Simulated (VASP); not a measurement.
# LiBe in VASP: further runs, part 2 of 2

VASP 6.6.1. The steps go on from the part before.

## Step 4: Single point, PBE

INCAR

```
PREC     = Accurate       # precision mode
ENCUT    = 750            # plane-wave cutoff, eV
EDIFF    = 1E-6           # SCF threshold, eV
ISMEAR   = 0              # smearing method
SIGMA    = 0.05           # smearing width, eV
LREAL    = False          # projectors in reciprocal space
LASPH    = True           # aspherical terms in the spheres
NELM     = 120            # most SCF steps
ALGO     = Normal         # electronic algorithm
ISIF     = 2              # what is computed and relaxed
LWAVE    = False          # write WAVECAR
LCHARG   = True           # write CHGCAR
GGA      = PE             # functional
LELF     = True           # ELF
LVHAR    = True         
NBANDS   = 13             # bands
GGA_COMPAT= False
```

KPOINTS

```
Automatic mesh
0
Gamma
  8 5 4
```

POSCAR

```
LiBe
1.0
    2.2959861536      0.0000000000      0.0000000000
    0.0000000000      3.6127729800      0.0000000000
   -0.4017425219      0.0000000000      5.5135259934
Be Li
2 2
Direct
    0.2689720000      0.7578760000      0.4242710000
    0.7681370000      0.2360690000      0.5659350000
    0.2778440000      0.7688110000      0.8468290000
    0.7391970000      0.2588130000      0.1610870000
```

Potentials or basis: VASP PAW PBE potentials, release 64 (Be, Li_sv).

The run is started by

```sh
$ cat potpaw_PBE.64/Be/POTCAR potpaw_PBE.64/Li_sv/POTCAR > POTCAR
$ mpirun -np 1 vasp_std > vasp.out
```

OUTCAR:

```text
PREC = Accurate
   ENCUT = 750
   EDIFF = 1E-6
   ISMEAR = 0
   LREAL = False
   LASPH = True
   NELM = 120
   ISIF = 2
   GGA = PE

 ion  position               nearest neighbor table
   1  0.269  0.758  0.424-   2 2.19   2 2.25   2 2.31   3 2.33   2 2.37
   2  0.768  0.236  0.566-   1 2.19   4 2.24   1 2.25   1 2.31   1 2.37
   3  0.278  0.769  0.847-   1 2.33
   4  0.739  0.259  0.161-   2 2.24

  LATTYP: Found a simple monoclinic cell.
 ALAT       =     2.2959861536
 B/A-ratio  =     1.5735168848
 C/A-ratio  =     2.4077423434
 COS(beta)  =    -0.0726722366

  Lattice vectors:

 A1 = (   2.2959861536,   0.0000000000,   0.0000000000)
 A2 = (   0.0000000000,   3.6127729800,   0.0000000000)
 A3 = (  -0.4017425219,   0.0000000000,   5.5135259934)

Analysis of symmetry for initial positions (statically):
=====================================================================
 Subroutine PRICEL returns:
 Original cell was already a primitive cell.

 Routine SETGRP: Setting up the symmetry group for a
 simple monoclinic supercell.

 Subroutine GETGRP returns: Found  1 space group operations
 (whereof  1 operations were pure point group operations)
 out of a pool of  4 trial point group operations.

The static configuration has the point symmetry C_1 .

Analysis of symmetry for dynamics (positions and initial velocities):
=====================================================================
 Subroutine PRICEL returns:
 Original cell was already a primitive cell.

 Routine SETGRP: Setting up the symmetry group for a
 simple monoclinic supercell.

 Subroutine GETGRP returns: Found  1 space group operations
 (whereof  1 operations were pure point group operations)
 out of a pool of  4 trial point group operations.

The dynamic configuration has the point symmetry C_1 .

 Subroutine INISYM returns: Found  1 space group operations
 (whereof  1 operations are pure point group operations),
 and found     1 'primitive' translations

[... 130 lines left out ...]
 Gauss-broadening in eV      SIGMA  =   0.05
  energy-cutoff  :      750.00
  volume of cell :       45.73
 maximum number of plane-waves:      2158
 NGX is ok and might be reduce to    24
   NGX = 11   NGY = 17   NGZ = 25

 number of electron      10.0000001 magnetization

 Free energy of the ion-electron system (eV)
  ---------------------------------------------------
  ext. energy  EPLUGINS =         0.00000000
  ---------------------------------------------------
  free energy    TOTEN  =       -10.66061438 eV

  energy without entropy =      -10.65845562  energy(sigma->0) =      -10.65953500

 E-fermi :   3.0499     XC(G=0):  -8.9195

 val. band max:        3.0445178868   @ k =   0.1250   0.0000   0.2500
 cond. band min:       3.0524970374   @ k =   0.2500   0.4000   0.0000
 fundamental gap:      0.0079791506
 Fermi energy:         3.0499409669

 k-point     1 :       0.0000    0.0000    0.0000
  band No.  band energies     occupation
      1     -43.0653      2.00000
      2     -42.9647      2.00000
      3      -4.3627      2.00000
      4       0.1439      2.00000
      5       1.0161      2.00000
      6       2.4127      2.00000
      7       7.4728      0.00000
      8       8.8617      0.00000
      9       9.2282      0.00000
     10      10.0176      0.00000
     11      13.3697      0.00000
     12      13.7916      0.00000
     13      15.5922      0.00000
[... 354 lines left out ...]
  band No.  band energies     occupation
      1     -43.0095      2.00000
      2     -42.9126      2.00000
      3      -3.0040      2.00000
      4       0.4722      2.00000
      5       4.1210      0.00000
      6       4.3015      0.00000
      7       6.4691      0.00000
      8       8.4805      0.00000
      9       8.9036      0.00000
     10      10.7742      0.00000
     11      12.0962      0.00000
     12      13.6860      0.00000
     13      14.1002      0.00000

 [... further k-points ...]

------------------------ aborting loop because EDIFF is reached ----------------------------------------

  FORCE on cell =-STRESS in cart. coord.  units (eV):
  Direction    XX          YY          ZZ          XY          YZ          ZX
  --------------------------------------------------------------------------------------
  -------------------------------------------------------------------------------------
  Total       -0.3800103      0.2050817      0.5546003      0.0329684      0.0425021      0.2465975
  in kB      -13.3127125      7.1845249     19.4290391      1.1549669      1.4889559      8.6389278
  external PRESSURE =       4.4336172 kB  Pullay stress =       0.0000000 kB

 VOLUME and BASIS-vectors are now :
 -----------------------------------------------------------------------------
  energy-cutoff  :      750.00
  volume of cell :       45.73
      direct lattice vectors                 reciprocal lattice vectors
     2.295986154  0.000000000  0.000000000     0.435542696  0.000000000  0.031735775
     0.000000000  3.612772980  0.000000000     0.000000000  0.276795693  0.000000000
    -0.401742522  0.000000000  5.513525993     0.000000000  0.000000000  0.181372138

 POSITION                                       TOTAL-FORCE (eV/Angst)
 -----------------------------------------------------------------------------------
      0.44711      2.73803      2.33923        -0.136184     -0.315804      0.063700
      1.53627      0.85286      3.12030         0.116117      0.505533      0.174150
      0.29772      2.77754      4.66901        -0.018403     -0.228746     -0.127643
      1.63247      0.93503      0.88816         0.038471      0.039016     -0.110208
 -----------------------------------------------------------------------------------
    total drift:                                0.000113      0.000123     -0.000035

  FREE ENERGIE OF THE ION-ELECTRON SYSTEM (eV)
  ---------------------------------------------------
  free  energy   TOTEN  =       -10.6606143806 eV

  energy  without entropy=      -10.6584556173  energy(sigma->0) =      -10.65953500
```

stdout:

```text
POSCAR found type information on POSCAR BeLi
 POSCAR found :  2 types and       4 ions
 scaLAPACK will be used
 LDA part: xc-table for (Slater+PW92), standard interpolation
 POSCAR, INCAR and KPOINTS ok, starting setup
 FFT: planning ... GRIDC
 FFT: planning ... GRID_SOFT
 FFT: planning ... GRID
 WAVECAR not read
 entering main loop
```

It took 80 s on 1 thread of Intel Xeon Platinum 8488C (Sapphire Rapids), shared host; peak memory 0.22 GiB.

Results:

```
Free energy            : -10.6606 eV
Pressure               : 0.4 GPa
Largest force          : 0.547 eV/Å
Band gap on the k mesh : zero (bands 5 and 6 overlap by 4.36 eV)
```

Forces on the atoms (eV/Å):
```
Be  -0.136 -0.316  0.064
Be   0.116  0.506  0.174
Li  -0.018 -0.229 -0.128
Li   0.038  0.039 -0.110
```

Stress tensor (GPa, compression positive):
```
-1.33  0.12  0.86
 0.12  0.72  0.15
 0.86  0.15  1.94
```

Levels at points of the mesh, in eV from the Fermi level:
```
           k point  band 1  band 2  band 3  band 4  band 5  band 6  band 7  band 8  band 9  band 10
(0.00, 0.00, 0.00)  -46.12  -46.01   -7.41   -2.91   -2.03   -0.64    4.42    5.81    6.18     6.97
(0.50, 0.00, 0.00)  -46.00  -45.91   -2.36   -2.25    0.77    1.99    5.51    5.93    6.29     6.64
(0.00, 0.00, 0.50)  -46.12  -46.01   -7.31   -4.18   -0.45    0.99    2.61    3.61    5.22     9.66
(0.50, 0.00, 0.50)  -46.00  -45.91   -2.23   -2.17    0.75    1.00    6.03    6.45    6.99     7.65
```

## Step 5: Single point, LDA

INCAR

```
SYSTEM = LiBe
PREC     = Accurate       ! precision mode
ENCUT    = 750            ! plane-wave cutoff, eV
EDIFF    = 1E-6           ! SCF threshold, eV
ISMEAR   = 0              ! smearing method
SIGMA    = 0.1            ! smearing width, eV
LREAL    = .False.        ! projectors in reciprocal space
LASPH    = .True.         ! aspherical terms in the spheres
NELM     = 120            ! most SCF steps
ALGO     = Normal         ! electronic algorithm
ISIF     = 2              ! what is computed and relaxed
LWAVE    = .False.        ! write WAVECAR
LCHARG   = .False.        ! write CHGCAR
GGA      = CA             ! functional
NBANDS   = 13             ! bands
GGA_COMPAT= .False.
```

KPOINTS

```
regular mesh
0
Gamma
  10 7 5
  0 0 0
```

POSCAR

```
LiBe
1.0
    2.2959861536      0.0000000000      0.0000000000
    0.0000000000      3.6127729800      0.0000000000
   -0.4017425219      0.0000000000      5.5135259934
Be Li
2 2
Direct
    0.2435819200      0.7500000000      0.4238283600
    0.7564180800      0.2500000000      0.5761716400
    0.2631524400      0.7500000000      0.8451422600
    0.7368475600      0.2500000000      0.1548577400
```

Potentials or basis: VASP PAW LDA potentials, release 64 (Be, Li_sv).

The run is started by

```sh
$ cat potpaw_LDA.64/Be/POTCAR potpaw_LDA.64/Li_sv/POTCAR > POTCAR
$ mpirun -np 1 vasp_std > vasp.out
```

OUTCAR:

```text
SYSTEM = LiBe
   PREC = Accurate
   ENCUT = 750
   EDIFF = 1E-6
   ISMEAR = 0
   LREAL = .False.
   LASPH = .True.
   NELM = 120
   ISIF = 2
   GGA = CA

 ion  position               nearest neighbor table
   1  0.244  0.750  0.424-   2 2.28   2 2.28   2 2.32   2 2.32   3 2.33
   2  0.756  0.250  0.576-   1 2.28   1 2.28   1 2.32   1 2.32   4 2.33
   3  0.263  0.750  0.845-   1 2.33
   4  0.737  0.250  0.155-   2 2.33

  LATTYP: Found a simple monoclinic cell.
 ALAT       =     2.2959861536
 B/A-ratio  =     1.5735168848
 C/A-ratio  =     2.4077423434
[... 585 lines left out ...]
  Direction    XX          YY          ZZ          XY          YZ          ZX
  --------------------------------------------------------------------------------------
  -------------------------------------------------------------------------------------
  Total       -0.7446385     -0.8958100     -1.0117818      0.0000000      0.0000000     -0.0820899
  in kB      -26.0865520    -31.3824705    -35.4452517      0.0000000      0.0000000     -2.8758161
  external PRESSURE =     -30.9714247 kB  Pullay stress =       0.0000000 kB

 VOLUME and BASIS-vectors are now :
 -----------------------------------------------------------------------------
  energy-cutoff  :      750.00
  volume of cell :       45.73
      direct lattice vectors                 reciprocal lattice vectors
     2.295986154  0.000000000  0.000000000     0.435542696  0.000000000  0.031735775
     0.000000000  3.612772980  0.000000000     0.000000000  0.276795693  0.000000000
    -0.401742522  0.000000000  5.513525993     0.000000000  0.000000000  0.181372138

 POSITION                                       TOTAL-FORCE (eV/Angst)
 -----------------------------------------------------------------------------------
      0.38899      2.70958      2.33679        -0.001334      0.000000      0.123074
      1.50525      0.90319      3.17674         0.001334      0.000000     -0.123074
      0.26466      2.70958      4.65971         0.003755      0.000000     -0.109280
      1.62958      0.90319      0.85381        -0.003755      0.000000      0.109280
 -----------------------------------------------------------------------------------
    total drift:                                0.000000      0.000000     -0.000000

  FREE ENERGIE OF THE ION-ELECTRON SYSTEM (eV)
  ---------------------------------------------------
  free  energy   TOTEN  =       -11.8973255484 eV

  energy  without entropy=      -11.8936733204  energy(sigma->0) =      -11.89549943
```

Wall time 79 s (1 thread of Intel Xeon Platinum 8488C (Sapphire Rapids), shared host); peak memory 0.22 GiB.

Results:

```
Free energy            : -11.8973 eV
Pressure               : -3.1 GPa
Largest force          : 0.123 eV/Å
Band gap on the k mesh : zero (bands 5 and 6 overlap by 4.47 eV)
```

Forces in eV/Å, atoms in the order of the input:
```
Be  -0.001  0.000  0.123
Be   0.001  0.000 -0.123
Li   0.004  0.000 -0.109
Li  -0.004  0.000  0.109
```

Stress tensor (GPa, compression positive):
```
-2.61  0.00 -0.29
 0.00 -3.14  0.00
-0.29  0.00 -3.54
```

Levels at points of the mesh, in eV from the Fermi level:
```
           k point  band 3  band 4  band 5  band 6  band 7  band 8
(0.00, 0.00, 0.00)   -7.27   -2.85   -2.01   -0.59    4.61    5.71
(0.50, 0.00, 0.00)   -2.22   -2.22    0.70    1.88    5.55    6.08
```

Caveat: the cell stands under tension.

## Step 6: Single point, PBE

INCAR

```
PREC = Accurate
ENCUT = 750
EDIFF = 1E-6
ISMEAR = 1
SIGMA = 0.1
LREAL = False
LASPH = True
NELM = 120
ALGO = Normal
ISIF = 2
LWAVE = False
LCHARG = False
GGA = PE
NBANDS = 13
GGA_COMPAT = False
```

KPOINTS

```
regular mesh
0
Gamma
  10 7 5
```

POSCAR is that of step 5.

Potentials or basis: VASP PAW PBE potentials, release 64 (Be, Li_sv).

The run is started by

```sh
$ cat potpaw_PBE.64/Be/POTCAR potpaw_PBE.64/Li_sv/POTCAR > POTCAR
$ mpirun -np 1 vasp_std > vasp.out
```

It took 80 s on 1 thread of Intel Xeon Platinum 8488C (Sapphire Rapids), shared host; peak memory 0.23 GiB.

It converged, with:

| Item | Value |
| --- | --- |
| Free energy | -10.7137 eV |
| Pressure | -0.3 GPa |
| Largest force | 0.071 eV/Å |
| Band gap on the k mesh | zero (bands 5 and 6 overlap by 4.56 eV) |

Forces in eV/Å, atoms in the order of the input:
```
Be  -0.002  0.000  0.071
Be   0.002  0.000 -0.071
Li   0.005  0.000 -0.057
Li  -0.005  0.000  0.057
```

Stress tensor (GPa, compression positive):
```
 0.29  0.00 -0.32
 0.00 -0.19  0.00
-0.32  0.00 -1.03
```

Levels at points of the mesh, in eV from the Fermi level:
```tsv
k point	band 3	band 4	band 5	band 6	band 7	band 8
(0.00, 0.00, 0.00)	-7.38	-2.89	-2.05	-0.56	4.54	5.79
(0.50, 0.00, 0.00)	-2.25	-2.24	0.75	1.95	5.50	6.14
```

## Step 7: Overview

```csv
level,potentials or basis,cell,k mesh,smearing,gap on the mesh (eV),pressure (GPa),largest force (eV/Å)
LDA,"VASP PAW LDA potentials, release 64 (Be, Li_sv)","as given, atomic positions A",8 × 5 × 4,gaussian 0.1 eV,none,-3.0,0.16
PBE,"VASP PAW PBE potentials, release 64 (Be, Li_sv)","as given, atomic positions A",8 × 5 × 4,methfessel-paxton 0.1 eV,none,-0.2,0.09
PBE,"VASP PAW PBE potentials, release 64 (Be, Li_sv)","as given, atomic positions B",8 × 5 × 4,gaussian 0.05 eV,none,0.4,0.55
LDA,"VASP PAW LDA potentials, release 64 (Be, Li_sv)","as given, atomic positions A",10 × 7 × 5,gaussian 0.1 eV,none,-3.1,0.12
PBE,"VASP PAW PBE potentials, release 64 (Be, Li_sv)","as given, atomic positions A",10 × 7 × 5,methfessel-paxton 0.1 eV,none,-0.3,0.07
```

Alike in all rows: task single point; no spin polarisation; cutoff (eV) 750.

Caveats: the cell stands under tension (at least some runs).

Absolute energies hang on the potentials; compare differences alone.
